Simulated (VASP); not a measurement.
# YMn3 (Pm-3m) in VASP: notebook, part 2 of 2

VASP 6.6.1. The steps go on from the part before.

## Step 4: Relaxation of cell and atoms, PBE

Input file INCAR:

```
PREC = Accurate
ENCUT = 600
EDIFF = 1E-6
ISMEAR = 0
SIGMA = 0.1
LREAL = F
LASPH = T
NELM = 60
ALGO = Fast
ISIF = 3
LWAVE = F
LCHARG = F
GGA = PE
IBRION = 2
NSW = 80
EDIFFG = -0.01
```

Input file KPOINTS:

```
Automatic mesh
0
Gamma
  10 10 10
```

Input file POSCAR:

```
YMn3
1.0
    4.1008586498      0.0000000000      0.0000000000
    0.0000000000      4.1008586498      0.0000000000
    0.0000000000      0.0000000000      4.1008586498
Mn Y
3 1
Direct
    0.0000000000      0.5000000000      0.5000000000
    0.5000000000      0.0000000000      0.5000000000
    0.5000000000      0.5000000000      0.0000000000
    0.0000000000      0.0000000000      0.0000000000
```

Potentials or basis: VASP PAW PBE potentials, release 64 (Mn_pv, Y_sv).

The run is started by

```bash
$ cat potpaw_PBE.64/Mn_pv/POTCAR potpaw_PBE.64/Y_sv/POTCAR > POTCAR
$ mpirun -np 1 vasp_std > vasp.out
```

OUTCAR:

```text
PREC = Accurate
   ENCUT = 600
   EDIFF = 1E-6
   ISMEAR = 0
   LREAL = F
   LASPH = T
   NELM = 60
   ISIF = 3
   GGA = PE
   IBRION = 2
   NSW = 80
   EDIFFG = -0.01

 ion  position               nearest neighbor table
   1  0.000  0.500  0.500-   2 2.90   3 2.90   4 2.90   3 2.90   4 2.90   2 2.90   4 2.90   4 2.90
                             2 2.90   3 2.90   3 2.90   2 2.90
   2  0.500  0.000  0.500-   1 2.90   3 2.90   4 2.90   3 2.90   4 2.90   1 2.90   3 2.90   3 2.90
                             1 2.90   4 2.90   4 2.90   1 2.90
   3  0.500  0.500  0.000-   1 2.90   2 2.90   4 2.90   1 2.90   2 2.90   2 2.90   4 2.90   2 2.90
                             1 2.90   4 2.90   1 2.90   4 2.90
   4  0.000  0.000  0.000-   1 2.90   2 2.90   3 2.90   1 2.90   2 2.90   1 2.90   3 2.90   1 2.90
                             2 2.90   3 2.90   2 2.90   3 2.90

  LATTYP: Found a simple cubic cell.
 ALAT       =     4.1008586498

  Lattice vectors:

 A1 = (   4.1008586498,   0.0000000000,   0.0000000000)
 A2 = (   0.0000000000,   4.1008586498,   0.0000000000)
 A3 = (   0.0000000000,   0.0000000000,   4.1008586498)

Analysis of symmetry for initial positions (statically):
=====================================================================
 Subroutine PRICEL returns:
 Original cell was already a primitive cell.

 Routine SETGRP: Setting up the symmetry group for a
 simple cubic supercell.

 Subroutine GETGRP returns: Found 48 space group operations
 (whereof 48 operations were pure point group operations)
 out of a pool of 48 trial point group operations.

The static configuration has the point symmetry O_h .

Analysis of symmetry for dynamics (positions and initial velocities):
=====================================================================
 Subroutine PRICEL returns:
 Original cell was already a primitive cell.

[... 138 lines left out ...]
   AEXX    =    0.0000 exact exchange contribution
   IVDW    =     0    specifies the selected vdW correction
   LEPSILON=     F    determine dielectric tensor
   LRPA    =     F    only Hartree local field effects (RPA)
 conjugate gradient relaxation of ions
 non-spin polarized calculation
 RMM-DIIS sequential band-by-band and
 Gauss-broadening in eV      SIGMA  =   0.10
  energy-cutoff  :      600.00
  volume of cell :       68.96
 maximum number of plane-waves:      2325
 NGX is ok and might be reduce to    36
   NGX = 17   NGY = 17   NGZ = 17

--------------------------------------- Ionic step        1  -------------------------------------------

 number of electron      49.9999958 magnetization

 Free energy of the ion-electron system (eV)
  ---------------------------------------------------
  ext. energy  EPLUGINS =         0.00000000
  ---------------------------------------------------
  free energy    TOTEN  =       -29.44777742 eV

  energy without entropy =      -29.38166508  energy(sigma->0) =      -29.41472125

------------------------ aborting loop because EDIFF is reached ----------------------------------------

  FORCE on cell =-STRESS in cart. coord.  units (eV):
  Direction    XX          YY          ZZ          XY          YZ          ZX
  --------------------------------------------------------------------------------------
  -------------------------------------------------------------------------------------
  Total       -6.7636530     -6.7636530     -6.7636530     -0.0000000     -0.0000000     -0.0000000
  in kB     -157.1330364   -157.1330364   -157.1330364     -0.0000000     -0.0000000     -0.0000000
  external PRESSURE =    -157.1330364 kB  Pullay stress =       0.0000000 kB
[... 291 lines left out ...]
--------------------------------------- Ionic step        9  -------------------------------------------

 number of electron      49.9999978 magnetization

 Free energy of the ion-electron system (eV)
  ---------------------------------------------------
  ext. energy  EPLUGINS =         0.00000000
  ---------------------------------------------------
  free energy    TOTEN  =       -30.02014439 eV

  energy without entropy =      -29.96521029  energy(sigma->0) =      -29.99267734

 E-fermi :   7.0410     XC(G=0): -12.4404

 val. band max:        7.0387784722   @ k =   0.3000   0.3000   0.1000
 cond. band min:       7.0448859390   @ k =   0.3000   0.3000   0.1000
 fundamental gap:      0.0061074669
 Fermi energy:         7.0409655837

 k-point     1 :       0.0000    0.0000    0.0000
  band No.  band energies     occupation
      1     -40.6347      2.00000
      2     -40.6347      2.00000
      3     -40.6347      2.00000
      4     -40.4701      2.00000
      5     -40.4701      2.00000
      6     -40.4701      2.00000
[... 781 lines left out ...]
     29       7.8852      0.00000
     30       8.3811      0.00000

 [... further k-points ...]

------------------------ aborting loop because EDIFF is reached ----------------------------------------

  FORCE on cell =-STRESS in cart. coord.  units (eV):
  Direction    XX          YY          ZZ          XY          YZ          ZX
  --------------------------------------------------------------------------------------
  -------------------------------------------------------------------------------------
  Total       -0.0368325     -0.0368325     -0.0368325     -0.0000000     -0.0000000     -0.0000000
  in kB       -1.0035009     -1.0035009     -1.0035009     -0.0000000     -0.0000000     -0.0000000
  external PRESSURE =      -1.0035009 kB  Pullay stress =       0.0000000 kB
[... 19 lines left out ...]
  FREE ENERGIE OF THE ION-ELECTRON SYSTEM (eV)
  ---------------------------------------------------
  free  energy   TOTEN  =       -30.0201443889 eV

  energy  without entropy=      -29.9652102924  energy(sigma->0) =      -29.99267734

 reached required accuracy - stopping structural energy minimisation
```

OSZICAR:

```text
N       E                     dE             d eps       ncg     rms          rms(c)
DAV:   1     0.607439637819E+03    0.60744E+03   -0.31232E+04  3360   0.223E+03
DAV:   2     0.667043473438E+01   -0.60077E+03   -0.59046E+03  3366   0.611E+02
DAV:   3    -0.333453300727E+02   -0.40016E+02   -0.37932E+02  4598   0.153E+02
DAV:   4    -0.356722135719E+02   -0.23269E+01   -0.22036E+01  4868   0.294E+01
[... 150 lines left out ...]
RMM:   2    -0.300201733014E+02    0.19596E-04   -0.96177E-04  3520   0.213E-01    0.504E-02
RMM:   3    -0.300201466828E+02    0.26619E-04   -0.13152E-04  3354   0.959E-02    0.182E-02
RMM:   4    -0.300201449937E+02    0.16892E-05   -0.16374E-05  3203   0.218E-02    0.102E-02
RMM:   5    -0.300201444872E+02    0.50644E-06   -0.15718E-05  3395   0.190E-02    0.124E-02
RMM:   6    -0.300201443889E+02    0.98381E-07   -0.16365E-06  1985   0.768E-03
   9 F= -.30020144E+02 E0= -.29992677E+02  d E =-.508447E-04
```

Run time: 9.4 min. Hardware: 1 thread of Intel Xeon 6975P-C (Granite Rapids), shared host; peak memory 0.34 GiB.

Results:

```
Free energy                           : -30.0201 eV
Relaxed volume                        : 14.70 Å³/atom
Relaxed cell                          : a = 3.889 Å, b = 3.889 Å, c = 3.889 Å, α = 90.00°, β = 90.00°, γ = 90.00°
Space group after relaxing (to 0.1 Å) : Pm-3m (No. 221)
Energy gained by relaxing             : 143.1 meV/atom
Ionic steps                           : 9
Pressure after relaxing               : -0.1 GPa
Band gap on the k mesh                : zero (bands 25 and 26 overlap by 0.93 eV)
```

Step by step:
```csv
step,energy change (eV),largest force (eV/Å),pressure (GPa),volume (Å³)
1,0.0000,0.0000,-15.71,68.96
2,-0.3227,0.0000,15.96,53.43
3,-0.5723,0.0000,-0.20,58.88
4,-0.5723,0.0000,0.14,58.69
5,-0.5724,0.0000,0.13,58.80
6,-0.5716,0.0000,-0.75,59.11
7,-0.5723,0.0000,-0.16,58.84
8,-0.5724,0.0000,-0.17,58.82
9,-0.5724,0.0000,-0.10,58.81
```

Final structure:
```yaml
crystal:
  lattice:
    - [3.88873, 0.00000, 0.00000]
    - [0.00000, 3.88873, 0.00000]
    - [0.00000, 0.00000, 3.88873]
  atoms:
    - { symbol: Mn, position: [0.00000, 0.50000, 0.50000] }
    - { symbol: Mn, position: [0.50000, 0.00000, 0.50000] }
    - { symbol: Mn, position: [0.50000, 0.50000, 0.00000] }
    - { symbol: Y, position: [0.00000, 0.00000, 0.00000] }
```

Levels at points of the mesh, in eV from the Fermi level:
| k point | band 21 | band 22 | band 23 | band 24 | band 25 | band 26 | band 27 | band 28 | band 29 | band 30 |
| --- | --- | --- | --- | --- | --- | --- | --- | --- | --- | --- |
| (0.00, 0.00, 0.00) | -0.33 | -0.33 | -0.33 | 0.72 | 0.72 | 1.28 | 1.50 | 1.50 | 1.50 | 3.62 |
| (0.50, 0.00, 0.00) | -1.18 | -1.02 | -1.02 | -0.15 | 0.04 | 0.23 | 0.27 | 0.27 | 0.86 | 1.50 |
| (0.50, 0.50, 0.00) | -1.04 | -1.04 | -0.83 | -0.69 | -0.42 | -0.05 | 0.02 | 0.02 | 0.36 | 0.49 |
| (0.50, 0.50, 0.50) | -0.39 | -0.39 | -0.39 | -0.05 | -0.05 | 0.01 | 1.30 | 1.30 | 1.30 | 2.09 |

Caveat: the run has no spin polarisation, though such a crystal can be magnetic. Spin polarisation is off, so any magnetic state and its effect on volume and gap are missing.

## Step 5: Single point, PBE, collinear spin, ferromagnetic start

Input file INCAR:

```
SYSTEM = YMn3
PREC = Accurate
ENCUT = 520
EDIFF = 1E-6
ISMEAR = 0
SIGMA = 0.1
LREAL = .FALSE.
LASPH = .TRUE.
NELM = 150
ALGO = Normal
ISIF = 2
LWAVE = .FALSE.
LCHARG = .FALSE.
ISPIN = 2
MAGMOM = 4 4 4 0
LORBIT = 11
LMAXMIX = 4
GGA = PE
NBANDS = 37
```

Input file KPOINTS:

```
Automatic mesh
0
G
  10 10 10
  0 0 0
```

POSCAR is that of step 4.

The run is started by

```bash
$ cat potpaw_PBE.64/Mn_pv/POTCAR potpaw_PBE.64/Y_sv/POTCAR > POTCAR
$ mpirun -np 1 vasp_std > vasp.out
```

Run time: 1.7 min. Hardware: 1 thread of Intel Xeon 6975P-C (Granite Rapids), shared host; peak memory 0.35 GiB.

The run converged. Its results:

```
Free energy                                           : -31.9887 eV
Pressure                                              : -0.1 GPa
Net moment                                            : 9.70 μB per cell
Site moments                                          : Mn +3.23; Y -0.24 μB
Valence electrons inside the program's atomic spheres : Mn 11.55; Y 10.00
```

Levels at points of the mesh, in eV from the Fermi level:
Spin up:
```csv
k point,band 28,band 29,band 30,band 31,band 32,band 33
"(0.00, 0.00, 0.00)",-0.38,-0.38,2.24,2.24,2.24,2.51
"(0.50, 0.00, 0.00)",-1.46,-1.04,-0.38,1.56,1.56,2.04
"(0.50, 0.50, 0.00)",-1.54,-1.28,-1.13,0.85,0.85,2.45
"(0.50, 0.50, 0.50)",-0.60,-0.57,0.82,0.82,0.82,1.54
```
Spin down:
```
           k point  band 17  band 18  band 19  band 20  band 21  band 22  band 23  band 24
(0.00, 0.00, 0.00)    -1.36    -1.26    -1.26    -1.26     0.95     0.95     0.95     2.22
(0.50, 0.00, 0.00)    -0.75    -0.42    -0.42    -0.30    -0.17     0.08     0.08     1.02
(0.50, 0.50, 0.00)    -1.83    -0.31    -0.27    -0.27     0.08     0.08     0.36     0.48
(0.50, 0.50, 0.50)    -1.29    -0.16     0.58     0.58     0.58     1.08     1.08     1.08
```

## Step 6: The runs side by side

```csv
task,spin,cell,cutoff (eV),gap on the mesh (eV),pressure (GPa)
single point,off,"a = 4.101 Å, 4 atoms",520,none,-15.7
single point,off,"a = 3.890 Å, 4 atoms",520,none,-0.1
relaxation of cell and atoms,off,"relaxed from a = 4.101 Å, 4 atoms",600,none,-0.1
single point,"collinear, ferromagnetic start","a = 4.101 Å, 4 atoms",520,none,-0.1
```

Alike in all rows: level PBE; potentials or basis VASP PAW PBE potentials, release 64 (Mn_pv, Y_sv); k mesh 10 × 10 × 10; smearing gaussian 0.1 eV.

Caveats: the cell stands under tension (at least some runs).

Total energies depend on the potentials used, so only differences within one code and one set of settings carry meaning.
